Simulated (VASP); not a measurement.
# Fe (P6/mmm) in VASP: notebook

The runs below take Fe through single point, relaxation of shape and atoms at fixed volume, with PBE.

Everything below comes from runs of VASP 6.6.1. Logs are shortened: lines on timing, memory, paths and dates and some standing lists are left out, and cuts for length are marked.

## (1) The cell of the first run

It takes space group P6/mmm (No. 191, hexagonal). The conventional cell has a = 4.174 Å, b = 4.174 Å, c = 2.376 Å, α = 90.00°, β = 90.00°, γ = 120.00°. Fe (site symmetry 6/mmm) has 14 Fe at 2.38 to 2.69 Å within 3.1 Å. Fe (site symmetry -6m2) has 11 Fe at 2.38 to 2.69 Å within 3.1 Å.

## (2) Single point, PBE, collinear spin, ferromagnetic start

File INCAR:

```
  PREC = Accurate
  ENCUT = 520
  EDIFF = 1E-6
  ISMEAR = -1
  SIGMA = 0.08
  LREAL = F
  LASPH = T
  NELM = 150
  ALGO = Normal
  ISIF = 2
  LWAVE = F
  LCHARG = F
  ISPIN = 2
  MAGMOM = 2.5 2.5 2.5
  LORBIT = 11
  LMAXMIX = 4
  GGA = PE
  NBANDS = 23
```

File KPOINTS:

```
Automatic mesh
0
Gamma
  9 9 12
```

File POSCAR:

```
Fe
1.0
    4.1744505568      0.0000000000      0.0000000000
   -2.0872252784      3.6151802290      0.0000000000
    0.0000000000      0.0000000000      2.3763035528
Fe
3
Direct
    0.0000000000      0.0000000000      0.0000000000
    0.3333333333      0.6666666667      0.5000000000
    0.6666666667      0.3333333333      0.5000000000
```

Potentials or basis: VASP PAW PBE potentials, release 64 (Fe).

Run with:

```console
$ cat potpaw_PBE.64/Fe/POTCAR > POTCAR
$ mpirun -np 1 vasp_std > vasp.out
```

OUTCAR:

```text
PREC = Accurate
   ENCUT = 520
   EDIFF = 1E-6
   ISMEAR = -1
   LREAL = F
   LASPH = T
   NELM = 150
   ISIF = 2
   ISPIN = 2
   LORBIT = 11
   GGA = PE

 ion  position               nearest neighbor table
   1  0.000  0.000  0.000-   2 2.69   3 2.69   2 2.69   3 2.69   2 2.69   2 2.69   3 2.69   3 2.69
                             3 2.69   3 2.69   2 2.69   2 2.69
   2  0.333  0.667  0.500-   3 2.41   3 2.41   3 2.41   1 2.69   1 2.69   1 2.69   1 2.69   1 2.69
                             1 2.69
   3  0.667  0.333  0.500-   2 2.41   2 2.41   2 2.41   1 2.69   1 2.69   1 2.69   1 2.69   1 2.69
                             1 2.69

  LATTYP: Found a hexagonal cell.
 ALAT       =     4.1744505568
 C/A-ratio  =     0.5692494187

  Lattice vectors:

 A1 = (   4.1744505568,   0.0000000000,   0.0000000000)
 A2 = (  -2.0872252784,   3.6151802290,   0.0000000000)
 A3 = (   0.0000000000,   0.0000000000,   2.3763035528)

Analysis of symmetry for initial positions (statically):
=====================================================================
 Subroutine PRICEL returns:
 Original cell was already a primitive cell.

 Routine SETGRP: Setting up the symmetry group for a
 hexagonal supercell.

 Subroutine GETGRP returns: Found 24 space group operations
 (whereof 24 operations were pure point group operations)
 out of a pool of 24 trial point group operations.

The static configuration has the point symmetry D_6h.

Analysis of symmetry for dynamics (positions and initial velocities):
=====================================================================
 Subroutine PRICEL returns:
 Original cell was already a primitive cell.

 Routine SETGRP: Setting up the symmetry group for a
 hexagonal supercell.

 Subroutine GETGRP returns: Found 24 space group operations
 (whereof 24 operations were pure point group operations)
 out of a pool of 24 trial point group operations.

The dynamic configuration has the point symmetry D_6h.

Analysis of structural, dynamic, and magnetic symmetry:
=====================================================================
 Subroutine PRICEL returns:
 Original cell was already a primitive cell.

 Routine SETGRP: Setting up the symmetry group for a
 hexagonal supercell.

 Subroutine GETGRP returns: Found 24 space group operations
 (whereof 24 operations were pure point group operations)
 out of a pool of 24 trial point group operations.

The overall configuration has the point symmetry D_6h.

 Subroutine INISYM returns: Found 24 space group operations
 (whereof 24 operations are pure point group operations),
 and found     1 'primitive' translations

----------------------------------------------------------------------------------------

                                     Primitive cell

  volume of cell :      35.8617

  direct lattice vectors                    reciprocal lattice vectors
     4.174450557  0.000000000  0.000000000     0.239552484  0.138305691  0.000000000
    -2.087225278  3.615180229  0.000000000     0.000000000  0.276611382  0.000000000
     0.000000000  0.000000000  2.376303553     0.000000000  0.000000000  0.420821658

  length of vectors
     4.174450557  4.174450557  2.376303553     0.276611382  0.276611382  0.420821658

  position of ions in fractional coordinates (direct lattice)
     0.000000000  0.000000000  0.000000000
     0.333333333  0.666666667  0.500000000
     0.666666667  0.333333333  0.500000000

  ion indices of the primitive-cell ions
   primitive index   ion index
                 1           1
                 2           2
                 3           3

----------------------------------------------------------------------------------------

 KPOINTS: Automatic mesh

Automatic generation of k-mesh.
 Grid dimensions read from file:
 generate k-points for:    9    9   12

 Generating k-lattice:

  Cartesian coordinates                     Fractional coordinates (reciprocal lattice)
     0.026616943  0.015367299  0.000000000     0.111111111  0.000000000  0.000000000
     0.000000000  0.030734598  0.000000000     0.000000000  0.111111111  0.000000000
     0.000000000  0.000000000  0.035068471     0.000000000  0.000000000  0.083333333

  Length of vectors
     0.030734598  0.030734598  0.035068471

  Shift w.r.t. Gamma in fractional coordinates (k-lattice)
     0.000000000  0.000000000  0.000000000

 Subroutine IBZKPT returns following result:
 ===========================================

 Found     84 irreducible k-points:

 Following reciprocal coordinates:
            Coordinates               Weight
  0.000000  0.000000  0.000000      1.000000
  0.111111 -0.000000  0.000000      6.000000
  0.222222 -0.000000  0.000000      6.000000
  0.333333 -0.000000  0.000000      6.000000
  0.444444 -0.000000  0.000000      6.000000
  0.111111  0.111111  0.000000      6.000000
[... 16 lines left out ...]
  0.333333  0.222222  0.083333     24.000000
  0.333333  0.333333  0.083333      4.000000
 [... further k-points ...]
   k-points           NKPTS =     84   k-points in BZ     NKDIM =     84   number of bands    NBANDS=     23
   number of dos      NEDOS =    301   number of ions     NIONS =      3
   total plane-waves  NPLWV =  18432
   dimension x,y,z NGX =    32 NGY =   32 NGZ =   18
   dimension x,y,z NGXF=    64 NGYF=   64 NGZF=   36
   ions per type =               3
   NGX,Y,Z   is equivalent  to a cutoff of  12.74, 12.74, 12.59 a.u.
   NGXF,Y,Z  is equivalent  to a cutoff of  25.49, 25.49, 25.19 a.u.
 SYSTEM =  unknown system
   PREC   = accura    normal or accurate (medium, high low for compatibility)
   ISTART =      0    job   : 0-new  1-cont  2-samecut
   ICHARG =      2    charge: 1-file 2-atom 10-const
   ISPIN  =      2    spin polarized calculation?
   LNONCOLLINEAR =      F non collinear calculations
   LSORBIT =      F    spin-orbit coupling
   LASPH  =      T    aspherical Exc in radial PAW
   ENCUT  =  520.0 eV  38.22 Ry    6.18 a.u.   7.76  7.76  4.42*2*pi/ulx,y,z
   NELM   =    150;   NELMIN=  2; NELMDL= -5     # of ELM steps
   EDIFF  = 0.1E-05   stopping-criterion for ELM
   LREAL  =      F    real-space projection
   EDIFFG = 0.1E-04   stopping-criterion for IOM
   NSW    =      0    number of steps for IOM
   IBRION =     -1    ionic relax: 0-MD 1-quasi-New 2-CG
   NFREE  =      0    steps in history (QN), initial steepest desc. (CG)
   ISIF   =      2    stress and relaxation
   ISYM   =      2    0-nonsym 1-usesym 2-fastsym
   POTIM  = 0.5000    time-step for ionic-motion
   TEBEG  =    0.0;   TEEND  =   0.0 temperature during run
   PSTRESS=    0.0 pullay stress
   NELECT =      24.0000    total number of electrons
   NUPDOWN=      -1.0000    fix difference up-down
   EMIN   =  10.00;   EMAX   =-10.00  energy-range for DOS
   EFERMI =   0.00;   METHOD = LEGACY
   ISMEAR =    -1;   SIGMA  =   0.08  broadening in eV -4-tet -1-fermi 0-gaus
   EFERMI_NEDOS =   21; number of points for ismear=-14 and -15
   IALGO  =     38    algorithm
   IMIX   =      4    mixing-type and parameters
     AMIX     =   0.40;   BMIX     =  1.00
     AMIX_MAG =   1.60;   BMIX_MAG =  1.00
  volume/ion in A,a.u.               =      11.95        80.67
  Fermi-wavevector in a.u.,A,eV,Ry     =   1.431973  2.706037 27.899384  2.050547
  Thomas-Fermi vector in A             =   2.551651
   LORBIT       =     11    0 simple, 1 ext, 2 COOP (PROOUT), +10 PAW based schemes
   GGA     = PE    functional components
   LHFCALC =     F    Hartree Fock is set to
   AEXX    =    0.0000 exact exchange contribution
   IVDW    =     0    specifies the selected vdW correction
   LEPSILON=     F    determine dielectric tensor
   LRPA    =     F    only Hartree local field effects (RPA)
 spin polarized calculation
  energy-cutoff  :      520.00
  volume of cell :       35.86
 maximum number of plane-waves:       987
 NGX is ok and might be reduce to    32
   NGX = 15   NGY = 15   NGZ =  9

 number of electron      24.0000012 magnetization       7.3505947

 Free energy of the ion-electron system (eV)
  ---------------------------------------------------
  ext. energy  EPLUGINS =         0.00000000
  ---------------------------------------------------
  free energy    TOTEN  =       -24.16096559 eV

  energy without entropy =      -24.08924067  energy(sigma->0) =      -24.12510313

 E-fermi :   5.5818     XC(G=0): -12.8084

 val. band max:        5.5777458989   @ k =   0.3333  -0.0000   0.4167
 cond. band min:       5.5951480313   @ k =   0.1111   0.1111   0.2500
 fundamental gap:      0.0174021325
 Fermi energy:         5.5817527770

 spin component 1

 k-point     1 :       0.0000    0.0000    0.0000
  band No.  band energies     occupation
      1      -2.8440      1.00000
      2       1.1566      1.00000
      3       2.2761      1.00000
      4       2.2761      1.00000
      5       2.3494      1.00000
      6       2.4209      1.00000
[... 15 lines left out ...]
     22      13.6695      0.00000
     23      23.4620      0.00000
[... 575 lines left out ...]
      1       0.2169      1.00000
      2       0.4541      1.00000
      3       0.4541      1.00000
      4       2.3019      1.00000
      5       2.3019      1.00000
      6       2.4337      1.00000
[... 15 lines left out ...]
     22      24.1872      0.00000
     23      24.1872      0.00000

 [... further k-points ...]

 spin component 2

 k-point     1 :       0.0000    0.0000    0.0000
  band No.  band energies     occupation
      1      -2.5980      1.00000
      2       2.6502      1.00000
      3       3.8952      1.00000
      4       3.8953      1.00000
      5       3.8976      1.00000
      6       3.8976      1.00000
[... 15 lines left out ...]
     22      14.6575      0.00000
     23      24.0212      0.00000
[... 575 lines left out ...]
      1       0.9063      1.00000
      2       1.0932      1.00000
      3       1.0932      1.00000
      4       4.0628      1.00000
      5       4.0628      1.00000
      6       4.3441      1.00000
[... 15 lines left out ...]
     22      24.5017      0.00000
     23      24.5018      0.00000

 [... further k-points ...]
[... 5 lines left out ...]
  --------------------------------------------------------------------------------------
  -------------------------------------------------------------------------------------
  Total        0.0233248      0.0233248     -0.0546434      0.0000000     -0.0000000      0.0000000
  in kB        1.0420689      1.0420689     -2.4412768      0.0000000     -0.0000000      0.0000000
  external PRESSURE =      -0.1190463 kB  Pullay stress =       0.0000000 kB

 VOLUME and BASIS-vectors are now :
 -----------------------------------------------------------------------------
  energy-cutoff  :      520.00
  volume of cell :       35.86
      direct lattice vectors                 reciprocal lattice vectors
     4.174450557  0.000000000  0.000000000     0.239552484  0.138305691  0.000000000
    -2.087225278  3.615180229  0.000000000     0.000000000  0.276611382  0.000000000
     0.000000000  0.000000000  2.376303553     0.000000000  0.000000000  0.420821658

 POSITION                                       TOTAL-FORCE (eV/Angst)
 -----------------------------------------------------------------------------------
      0.00000      0.00000      0.00000         0.000000      0.000000      0.000000
     -0.00000      2.41012      1.18815         0.000000      0.000000     -0.000000
      2.08723      1.20506      1.18815        -0.000000      0.000000      0.000000
 -----------------------------------------------------------------------------------
    total drift:                               -0.000000      0.000000      0.000000

  FREE ENERGIE OF THE ION-ELECTRON SYSTEM (eV)
  ---------------------------------------------------
  free  energy   TOTEN  =       -24.1609655910 eV

  energy  without entropy=      -24.0892406711  energy(sigma->0) =      -24.12510313

 total charge

# of ion       s       p       d       tot
------------------------------------------
    1        0.462   0.495   6.182   7.139
    2        0.484   0.492   6.242   7.218
    3        0.484   0.492   6.242   7.218
--------------------------------------------------
tot          1.430   1.479  18.666  21.576

 magnetization (x)

# of ion       s       p       d       tot
------------------------------------------
    1       -0.010  -0.048   2.611   2.552
    2       -0.011  -0.031   2.437   2.395
    3       -0.011  -0.031   2.437   2.395
--------------------------------------------------
tot         -0.032  -0.111   7.485   7.342
```

Wall time 52 s (1 thread of Intel Xeon 6975P-C (Granite Rapids), shared host); peak memory 0.22 GiB.

What came out:

* Free energy: -24.1610 eV
* Pressure: 0.0 GPa
* Net moment: 7.35 μB per cell
* Site moments: Fe +2.55, +2.40 μB
* Valence electrons inside the program's atomic spheres: Fe 7.14, 7.22

## (3) Single point, PBE, collinear spin, ferromagnetic start

File INCAR:

```
SYSTEM = Fe
  PREC = Accurate
  ENCUT = 520
  EDIFF = 1E-6
  ISMEAR = -1
  SIGMA = 0.08
  LREAL = .FALSE.
  LASPH = .TRUE.
  NELM = 150
  ALGO = Normal
  ISIF = 2
  LWAVE = .FALSE.
  LCHARG = .FALSE.
  ISPIN = 2
  MAGMOM = 2.5 2.5 2.5
  LORBIT = 11
  LMAXMIX = 4
  GGA = PE
  NBANDS = 23
```

File KPOINTS:

```
Automatic mesh
0
G
  9 9 12
  0 0 0
```

POSCAR is that of step 2.

Potentials or basis: VASP PAW PBE potentials, release 64 (Fe).

Run with:

```console
$ cat potpaw_PBE.64/Fe/POTCAR > POTCAR
$ mpirun -np 1 vasp_std > vasp.out
```

Wall time 52 s (1 thread of Intel Xeon 6975P-C (Granite Rapids), shared host); peak memory 0.23 GiB.

The run converged. Its results:

| Property | Result |
| --- | --- |
| Free energy | -24.1610 eV |
| Pressure | 0.0 GPa |
| Net moment | 7.35 μB per cell |
| Site moments | Fe +2.55, +2.40 μB |
| Valence electrons inside the program's atomic spheres | Fe 7.14, 7.22 |

Stress tensor (GPa, compression positive):
```
 0.10  0.00  0.00
 0.00  0.10  0.00
 0.00  0.00 -0.24
```

Levels at points of the mesh, in eV from the Fermi level:
Spin up:
| k point | band 12 | band 13 | band 14 | band 15 | band 16 | band 17 | band 18 | band 19 | band 20 | band 21 |
| --- | --- | --- | --- | --- | --- | --- | --- | --- | --- | --- |
| (0.00, 0.00, 0.00) | -1.50 | -1.50 | -1.50 | -0.51 | -0.51 | 5.66 | 5.66 | 5.70 | 5.70 | 7.95 |
| (0.00, 0.00, 0.50) | -1.03 | -0.68 | -0.68 | 0.50 | 1.55 | 2.68 | 9.42 | 10.00 | 10.00 | 10.95 |
Spin down:
```
           k point  band 5  band 6  band 7  band 8  band 9  band 10  band 11  band 12
(0.00, 0.00, 0.00)   -1.68   -1.68   -1.68   -1.00    0.17     0.17     1.34     1.34
(0.00, 0.00, 0.50)   -2.27   -2.27   -0.03   -0.03    0.19     0.19     1.75     1.75
```

## (4) Relaxation of shape and atoms at fixed volume, PBE, collinear spin, ferromagnetic start

This run uses another cell than the first one, of 5.38 Å³/atom, 0.450 times its volume.

File INCAR:

```
PREC = Accurate ; ENCUT = 600
EDIFF = 1E-6 ; ISMEAR = -1
SIGMA = 0.08 ; LREAL = F
LASPH = T ; NELM = 150
ALGO = Normal ; ISIF = 4
LWAVE = F ; LCHARG = F
ISPIN = 2 ; MAGMOM = 2.5 2.5 2.5
LORBIT = 11 ; LMAXMIX = 4
GGA = PE ; IBRION = 2
NSW = 50 ; EDIFFG = -0.005
```

File KPOINTS:

```
regular mesh
0
Gamma
  9 9 12
```

File POSCAR:

```
Fe
1.0
    3.1989208368      0.0000000000      0.0000000000
   -1.5994604184      2.7703467093      0.0000000000
    0.0000000000      0.0000000000      1.8209838267
Fe
3
Direct
    0.0000000000      0.0000000000      0.0000000000
    0.3333333333      0.6666666667      0.5000000000
    0.6666666667      0.3333333333      0.5000000000
```

Run with:

```console
$ cat potpaw_PBE.64/Fe/POTCAR > POTCAR
$ mpirun -np 1 vasp_std > vasp.out
```

Wall time 79 s (1 thread of Intel Xeon 6975P-C (Granite Rapids), shared host); peak memory 0.18 GiB.

The run converged, but its numbers aren't listed here, since they failed a check.

Caveat: the starting moments collapsed, and a magnetic state may lie lower.
